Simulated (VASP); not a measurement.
# BN (BN (F-43m)) (F-43m) in VASP: further runs

BN (BN (F-43m)) is run at these levels: HSE06, PBE; tasks: single point.

Everything below comes from runs of VASP 6.6.1. Logs are shortened: lines on timing, memory, paths and dates and some standing lists are left out, and cuts for length are marked.

### 1 The cell of the first run

It takes space group F-43m (No. 216, cubic). The conventional cell has a = 3.624 Å, b = 3.624 Å, c = 3.624 Å, α = 90.00°, β = 90.00°, γ = 90.00°. Within 2.1 Å of B (site symmetry -43m) lie 4 N at 1.57 Å. Within 2.1 Å of N (site symmetry -43m) lie 4 B at 1.57 Å.

### 2 Single point, HSE06

File POSCAR:

```
BN
1.0
   -3.6241103800      3.6241103800     -3.6241103800
    3.6241103800      3.6241103800      3.6241103800
    3.6241103800     -3.6241103800     -3.6241103800
B N
16 16
Direct
    0.0000000000      0.0000000000      0.0000000000
    0.0000000000      0.2500000000      0.7500000000
    0.0000000000      0.5000000000      0.5000000000
    0.0000000000      0.7500000000      0.2500000000
    0.2500000000      0.0000000000      0.7500000000
    0.2500000000      0.2500000000      0.5000000000
    0.2500000000      0.5000000000      0.2500000000
    0.2500000000      0.7500000000      0.0000000000
    0.5000000000      0.0000000000      0.5000000000
    0.5000000000      0.2500000000      0.2500000000
    0.5000000000      0.5000000000      0.0000000000
    0.5000000000      0.7500000000      0.7500000000
    0.7500000000      0.0000000000      0.2500000000
    0.7500000000      0.2500000000      0.0000000000
    0.7500000000      0.5000000000      0.7500000000
    0.7500000000      0.7500000000      0.5000000000
    0.0000000000      0.0000000000      0.2500000000
    0.0000000000      0.2500000000      0.0000000000
    0.0000000000      0.5000000000      0.7500000000
    0.0000000000      0.7500000000      0.5000000000
    0.2500000000      0.0000000000      0.0000000000
    0.2500000000      0.2500000000      0.7500000000
    0.2500000000      0.5000000000      0.5000000000
    0.2500000000      0.7500000000      0.2500000000
    0.5000000000      0.0000000000      0.7500000000
    0.5000000000      0.2500000000      0.5000000000
    0.5000000000      0.5000000000      0.2500000000
    0.5000000000      0.7500000000      0.0000000000
    0.7500000000      0.0000000000      0.5000000000
    0.7500000000      0.2500000000      0.2500000000
    0.7500000000      0.5000000000      0.0000000000
    0.7500000000      0.7500000000      0.7500000000
```

File INCAR.step1:

```
ALGO = Normal ; EDIFF = 1E-5
ENCUT = 520 ; GGA = PE
ISIF = 2 ; ISMEAR = -1
LASPH = T ; LCHARG = F
LREAL = Auto ; LWAVE = T
NBANDS = 86 ; NELM = 60
PREC = Accurate ; SIGMA = 0.01
```

File INCAR.step2:

```
ALGO = Normal ; EDIFF = 1E-6
ENCUT = 520 ; GGA = PE
HFSCREEN = 0.2079 ; ISIF = 2
ISMEAR = -1 ; ISTART = 1
LASPH = T ; LCHARG = F
LHFCALC = T ; LREAL = Auto
LWAVE = F ; NBANDS = 86
NELM = 60 ; PREC = Accurate
PRECFOCK = Fast ; SIGMA = 0.01
```

File KPOINTS:

```
Automatic mesh
0
Gamma
  1 1 1
  0.25 0.25 0.25
```

Potentials or basis: VASP PAW PBE potentials, release 64 (B, N).

Run with:

```bash
> cat potpaw_PBE.64/B/POTCAR potpaw_PBE.64/N/POTCAR > POTCAR
> cp INCAR.step1 INCAR
> mpirun -np 1 vasp_std > vasp.out
> cp INCAR.step2 INCAR
> mpirun -np 1 vasp_std > vasp.out
```

OUTCAR:

```text
EDIFF = 1E-6
   ENCUT = 520
   GGA = PE
   HFSCREEN = 0.2079
   ISIF = 2
   ISMEAR = -1
   ISTART = 1
   LASPH = T
   LHFCALC = T
   LREAL = Auto
   NELM = 60
   PREC = Accurate
   PRECFOCK = Fast

 ion  position               nearest neighbor table
   1  0.000  0.000  0.000-  17 1.57  18 1.57  21 1.57  32 1.57
   2  0.000  0.250  0.750-  18 1.57  19 1.57  22 1.57  29 1.57
   3  0.000  0.500  0.500-  19 1.57  20 1.57  23 1.57  30 1.57
   4  0.000  0.750  0.250-  17 1.57  20 1.57  24 1.57  31 1.57
   5  0.250  0.000  0.750-  20 1.57  21 1.57  22 1.57  25 1.57
   6  0.250  0.250  0.500-  17 1.57  22 1.57  23 1.57  26 1.57
[... 24 lines left out ...]
  31  0.750  0.500  0.000-   4 1.57  11 1.57  14 1.57  15 1.57
  32  0.750  0.750  0.750-   1 1.57  12 1.57  15 1.57  16 1.57

  LATTYP: Found a body centered cubic cell.
 ALAT       =     7.2482207600

  Lattice vectors:

 A1 = (  -3.6241103800,   3.6241103800,  -3.6241103800)
 A2 = (   3.6241103800,   3.6241103800,   3.6241103800)
 A3 = (   3.6241103800,  -3.6241103800,  -3.6241103800)

Analysis of symmetry for initial positions (statically):
=====================================================================
 Subroutine PRICEL returns following result:

  LATTYP: Found a face centered cubic cell.
 ALAT       =     3.6241103800

  Lattice vectors:

 A1 = (   1.8120551900,   0.0000000000,   1.8120551900)
 A2 = (   0.0000000000,  -1.8120551900,   1.8120551900)
 A3 = (   1.8120551900,  -1.8120551900,   0.0000000000)

  16 primitive cells build up your supercell.

 Routine SETGRP: Setting up the symmetry group for a
 body centered cubic supercell.

 Subroutine GETGRP returns: Found 24 space group operations
 (whereof 24 operations were pure point group operations)
 out of a pool of 48 trial point group operations.

The static configuration has the point symmetry T_d .

Analysis of symmetry for dynamics (positions and initial velocities):
=====================================================================
 Subroutine PRICEL returns following result:

  LATTYP: Found a face centered cubic cell.
 ALAT       =     3.6241103800

  Lattice vectors:

 A1 = (   1.8120551900,   0.0000000000,   1.8120551900)
 A2 = (   0.0000000000,  -1.8120551900,   1.8120551900)
[... 96 lines left out ...]
   TEBEG  =    0.0;   TEEND  =   0.0 temperature during run
   PSTRESS=    0.0 pullay stress
   NELECT =     128.0000    total number of electrons
   NUPDOWN=      -1.0000    fix difference up-down
   EMIN   =  10.00;   EMAX   =-10.00  energy-range for DOS
   EFERMI =   0.00;   METHOD = LEGACY
   ISMEAR =    -1;   SIGMA  =   0.01  broadening in eV -4-tet -1-fermi 0-gaus
   EFERMI_NEDOS =   21; number of points for ismear=-14 and -15
   IALGO  =     38    algorithm
   IMIX   =      1    mixing-type and parameters
     AMIX     =   0.40;   BMIX     =  1.00
     AMIX_MAG =   1.60;   BMIX_MAG =  1.00
  volume/ion in A,a.u.               =       5.95        40.15
  Fermi-wavevector in a.u.,A,eV,Ry     =   1.434135  2.710122 27.983695  2.056744
  Thomas-Fermi vector in A             =   2.553577
   LORBIT       =      0    0 simple, 1 ext, 2 COOP (PROOUT), +10 PAW based schemes
   GGA     = PE    functional components
   LHFCALC =     T    Hartree Fock is set to
   PRECFOCK=fast      Normal, Fast or Accurate (Low or Medium for compatibility)
   ENCUT4O =  -1.0   cutoff for four orbital integrals eV
   NKREDX  =     1    reduce k-point grid by
   NKREDY  =     1    reduce k-point grid by
   NKREDZ  =     1    reduce k-point grid by
   AEXX    =    0.2500 exact exchange contribution
   HFSCREEN=    0.2079 screening length (either q_TF or 0.3 A-1)
   HFSCREENC=   0.2079 screening length for correlation (either q_TF or 0.3 A-1)
   ENCUTFOCK=  -1.0 apply spherical cutoff to Coloumb kernel
   IVDW    =     0    specifies the selected vdW correction
   LEPSILON=     F    determine dielectric tensor
   LRPA    =     F    only Hartree local field effects (RPA)
 non-spin polarized calculation
  energy-cutoff  :      520.00
  volume of cell :      190.40
 maximum number of plane-waves:      5072
 NGX is ok and might be reduce to    48
  NGX = 24; NGY = 24; NGZ = 24

 number of electron     128.0000038 magnetization

 Free energy of the ion-electron system (eV)
  ---------------------------------------------------
  ext. energy  EPLUGINS =         0.00000000
  ---------------------------------------------------
  free energy    TOTEN  =      -324.83343367 eV

  energy without entropy =     -324.83343367  energy(sigma->0) =     -324.83343367

 E-fermi :   5.5603     XC(G=0): -10.4533

 val. band max:        5.2351602178   @ k =   0.2500   0.2500   0.2500
 cond. band min:      15.5145279299   @ k =   0.2500   0.2500   0.2500
 fundamental gap:     10.2793677122
 Fermi energy:         5.5603084630

 k-point     1 :       0.2500    0.2500    0.2500
  band No.  band energies     occupation
      1     -13.9610      2.00000
      2     -13.9610      2.00000
      3     -13.9610      2.00000
      4     -13.9610      2.00000
      5     -10.5718      2.00000
      6     -10.5718      2.00000
[... 68 lines left out ...]
     75      15.5145      0.00000
     76      15.5145      0.00000
 [bands above 76 left out]

------------------------ aborting loop because EDIFF is reached ----------------------------------------

  FORCE on cell =-STRESS in cart. coord.  units (eV):
  Direction    XX          YY          ZZ          XY          YZ          ZX
  --------------------------------------------------------------------------------------
  -------------------------------------------------------------------------------------
  Total      -10.4225801    -10.4225801    -10.4225801      0.0000000     -0.0000000     -0.0000000
  in kB      -87.7044405    -87.7044405    -87.7044405      0.0000000     -0.0000000     -0.0000000
  external PRESSURE =     -87.7044405 kB  Pullay stress =       0.0000000 kB

 VOLUME and BASIS-vectors are now :
 -----------------------------------------------------------------------------
  energy-cutoff  :      520.00
  volume of cell :      190.40
      direct lattice vectors                 reciprocal lattice vectors
    -3.624110380  3.624110380 -3.624110380     0.000000000  0.137964893 -0.137964893
     3.624110380  3.624110380  3.624110380     0.137964893  0.137964893  0.000000000
     3.624110380 -3.624110380 -3.624110380     0.137964893  0.000000000 -0.137964893

 POSITION                                       TOTAL-FORCE (eV/Angst)
 -----------------------------------------------------------------------------------
      0.00000      0.00000      0.00000         0.000000      0.000000     -0.000000
      3.62411     -1.81206     -1.81206        -0.000000     -0.000000      0.000000
      3.62411      0.00000      0.00000        -0.000000      0.000000      0.000000
      3.62411      1.81206      1.81206        -0.000000     -0.000000      0.000000
      1.81206     -1.81206     -3.62411        -0.000000     -0.000000     -0.000000
      1.81206      0.00000     -1.81206         0.000000     -0.000000      0.000000
[... 24 lines left out ...]
     -0.90603      4.53014     -0.90603         0.000000     -0.000000     -0.000000
      2.71808      2.71808     -2.71808        -0.000000      0.000000      0.000000
 -----------------------------------------------------------------------------------
    total drift:                                0.000437      0.000499     -0.000495

  FREE ENERGIE OF THE ION-ELECTRON SYSTEM (eV)
  ---------------------------------------------------
  free  energy   TOTEN  =      -324.8334336731 eV

  energy  without entropy=     -324.8334336731  energy(sigma->0) =     -324.83343367
```

It took 2.4 min on 1 thread of Intel Xeon 6975P-C (Granite Rapids), shared host; peak memory 0.44 GiB.

What came out:

```yaml
Free_energy: -324.8334 eV
Pressure: -8.8 GPa
Band_gap_on_the_k_mesh: 10.28 eV
```

Caveat: the k points lie up to 1.23 Å⁻¹ apart; the PAW data sets were made with another functional, which shifts forces and pressure a little.

### 3 Single point, PBE

File INCAR:

```
PREC = Accurate ; ENCUT = 520
EDIFF = 1E-6 ; ISMEAR = 0
SIGMA = 0.01 ; LREAL = Auto
LASPH = T ; NELM = 100
ALGO = Normal ; ISIF = 2
LWAVE = F ; LCHARG = F
GGA = PE ; NBANDS = 86
```

KPOINTS is that of step 2.

POSCAR is that of step 2.

Potentials or basis: VASP PAW PBE potentials, release 64 (B, N).

Run with:

```bash
> cat potpaw_PBE.64/B/POTCAR potpaw_PBE.64/N/POTCAR > POTCAR
> mpirun -np 1 vasp_std > vasp.out
```

Wall time 48 s (1 thread of Intel Xeon Platinum 8259CL at 2.50GHz (Skylake/Cascade Lake), shared host); peak memory 0.32 GiB.

The run converged. Its results:

* Free energy: -278.1640 eV
* Pressure: 0.7 GPa
* Band gap on the k mesh: 8.62 eV

Levels at points of the mesh, in eV from the valence-band top:
```tsv
k point	band 61	band 62	band 63	band 64	band 65	band 66	band 67	band 68
(0.25, 0.25, 0.25)	0.00	0.00	0.00	0.00	8.62	8.62	8.62	8.62
```

Caveat: the k points lie up to 1.23 Å⁻¹ apart. PBE gaps usually lie below the measured ones, often by a third to a half.

### 4 Single point, PBE

File INCAR:

```
  PREC = Accurate
  ENCUT = 520
  EDIFF = 1E-7
  ISMEAR = -1
  SIGMA = 0.01
  LREAL = Auto
  LASPH = True
  NELM = 100
  ALGO = Normal
  ISIF = 2
  LWAVE = False
  LCHARG = True
  GGA = PE
  LELF = True
  LVHAR = True
  NBANDS = 86
```

KPOINTS is that of step 3.

POSCAR is that of step 3.

Potentials or basis: VASP PAW PBE potentials, release 64 (B, N).

Run with:

```bash
> cat potpaw_PBE.64/B/POTCAR potpaw_PBE.64/N/POTCAR > POTCAR
> mpirun -np 1 vasp_std > vasp.out
```

OUTCAR:

```text
PREC = Accurate
   ENCUT = 520
   EDIFF = 1E-7
   ISMEAR = -1
   LREAL = Auto
   LASPH = True
   NELM = 100
   ISIF = 2
   GGA = PE

 ion  position               nearest neighbor table
   1  0.000  0.000  0.000-  17 1.57  18 1.57  21 1.57  32 1.57
   2  0.000  0.250  0.750-  18 1.57  19 1.57  22 1.57  29 1.57
   3  0.000  0.500  0.500-  19 1.57  20 1.57  23 1.57  30 1.57
   4  0.000  0.750  0.250-  17 1.57  20 1.57  24 1.57  31 1.57
   5  0.250  0.000  0.750-  20 1.57  21 1.57  22 1.57  25 1.57
   6  0.250  0.250  0.500-  17 1.57  22 1.57  23 1.57  26 1.57
[... 24 lines left out ...]
  31  0.750  0.500  0.000-   4 1.57  11 1.57  14 1.57  15 1.57
  32  0.750  0.750  0.750-   1 1.57  12 1.57  15 1.57  16 1.57

  LATTYP: Found a body centered cubic cell.
 ALAT       =     7.2482207600

  Lattice vectors:

 A1 = (  -3.6241103800,   3.6241103800,  -3.6241103800)
 A2 = (   3.6241103800,   3.6241103800,   3.6241103800)
 A3 = (   3.6241103800,  -3.6241103800,  -3.6241103800)

[... 173 lines left out ...]
 cond. band min:      14.8415113318   @ k =   0.2500   0.2500   0.2500
 fundamental gap:      8.6247833918
 Fermi energy:         6.5388218060

 k-point     1 :       0.2500    0.2500    0.2500
  band No.  band energies     occupation
      1     -11.3470      2.00000
      2     -11.3470      2.00000
      3     -11.3470      2.00000
      4     -11.3470      2.00000
      5      -8.1907      2.00000
      6      -8.1907      2.00000
[... 68 lines left out ...]
     75      14.8415      0.00000
     76      14.8415      0.00000
 [bands above 76 left out]

------------------------ aborting loop because EDIFF is reached ----------------------------------------

  FORCE on cell =-STRESS in cart. coord.  units (eV):
  Direction    XX          YY          ZZ          XY          YZ          ZX
  --------------------------------------------------------------------------------------
  -------------------------------------------------------------------------------------
  Total        0.8628850      0.8628850      0.8628850     -0.0000000     -0.0000000      0.0000000
  in kB        7.2610474      7.2610474      7.2610474     -0.0000000     -0.0000000      0.0000000
  external PRESSURE =       7.2610474 kB  Pullay stress =       0.0000000 kB

 VOLUME and BASIS-vectors are now :
 -----------------------------------------------------------------------------
  energy-cutoff  :      520.00
  volume of cell :      190.40
      direct lattice vectors                 reciprocal lattice vectors
    -3.624110380  3.624110380 -3.624110380     0.000000000  0.137964893 -0.137964893
     3.624110380  3.624110380  3.624110380     0.137964893  0.137964893  0.000000000
     3.624110380 -3.624110380 -3.624110380     0.137964893  0.000000000 -0.137964893

 POSITION                                       TOTAL-FORCE (eV/Angst)
 -----------------------------------------------------------------------------------
      0.00000      0.00000      0.00000        -0.000000      0.000000     -0.000000
      3.62411     -1.81206     -1.81206         0.000000      0.000000     -0.000000
      3.62411      0.00000      0.00000        -0.000000     -0.000000     -0.000000
      3.62411      1.81206      1.81206         0.000000     -0.000000      0.000000
      1.81206     -1.81206     -3.62411         0.000000      0.000000      0.000000
      1.81206      0.00000     -1.81206         0.000000      0.000000     -0.000000
[... 24 lines left out ...]
     -0.90603      4.53014     -0.90603        -0.000000     -0.000000      0.000000
      2.71808      2.71808     -2.71808        -0.000000     -0.000000      0.000000
 -----------------------------------------------------------------------------------
    total drift:                                0.000018      0.000018     -0.000018

  FREE ENERGIE OF THE ION-ELECTRON SYSTEM (eV)
  ---------------------------------------------------
  free  energy   TOTEN  =      -278.1640331305 eV

  energy  without entropy=     -278.1640331305  energy(sigma->0) =     -278.16403313
```

OSZICAR:

```text
N       E                     dE             d eps       ncg     rms          rms(c)
DAV:   1     0.541148541185E+03    0.54115E+03   -0.68458E+04   172   0.146E+03
DAV:   2    -0.260136457758E+03   -0.80128E+03   -0.77034E+03   210   0.332E+02
DAV:   3    -0.293387601993E+03   -0.33251E+02   -0.33052E+02   216   0.693E+01
DAV:   4    -0.293771012635E+03   -0.38341E+00   -0.38241E+00   208   0.759E+00
DAV:   5    -0.293777133363E+03   -0.61207E-02   -0.61187E-02   202   0.880E-01    0.268E+01
DAV:   6    -0.279504989867E+03    0.14272E+02   -0.44857E+01   200   0.204E+01    0.128E+01
DAV:   7    -0.278396633790E+03    0.11084E+01   -0.18480E+00   188   0.497E+00    0.780E+00
DAV:   8    -0.278170259219E+03    0.22637E+00   -0.64762E-01   196   0.289E+00    0.648E-01
DAV:   9    -0.278162098984E+03    0.81602E-02   -0.18776E-02   208   0.506E-01    0.349E-01
DAV:  10    -0.278164023615E+03   -0.19246E-02   -0.41186E-03   202   0.237E-01    0.821E-02
DAV:  11    -0.278164076367E+03   -0.52752E-04   -0.13736E-03   208   0.115E-01    0.530E-02
DAV:  12    -0.278164031274E+03    0.45093E-04   -0.27020E-04   210   0.536E-02    0.900E-03
DAV:  13    -0.278164032670E+03   -0.13959E-05   -0.40366E-06   188   0.816E-03    0.249E-03
DAV:  14    -0.278164033080E+03   -0.41012E-06   -0.12264E-07   144   0.153E-03    0.858E-04
DAV:  15    -0.278164033131E+03   -0.50270E-07   -0.37383E-08   110   0.799E-04
   1 F= -.27816403E+03 E0= -.27816403E+03  d E =-.542816E-13
```

stdout:

```text
POSCAR found type information on POSCAR B N
 POSCAR found :  2 types and      32 ions
 scaLAPACK will be used
 LDA part: xc-table for (Slater+PW92), standard interpolation
 POSCAR, INCAR and KPOINTS ok, starting setup
 FFT: planning ... GRIDC
 FFT: planning ... GRID_SOFT
 FFT: planning ... GRID
 WAVECAR not read
 entering main loop
```

Wall time 53 s (1 thread of Intel Xeon Platinum 8259CL at 2.50GHz (Skylake/Cascade Lake), shared host); peak memory 0.32 GiB.

Results:

| Item | Value |
| --- | --- |
| Free energy | -278.1640 eV |
| Pressure | 0.7 GPa |
| Band gap on the k mesh | 8.62 eV |

Levels at points of the mesh, in eV from the valence-band top:
```
           k point  band 61  band 62  band 63  band 64  band 65  band 66  band 67  band 68
(0.25, 0.25, 0.25)     0.00     0.00     0.00     0.00     8.62     8.62     8.62     8.62
```

Caveat: the k points lie up to 1.23 Å⁻¹ apart. As with any semilocal functional, this PBE gap is likely too small.

(Part 1 of 2 ends here.)
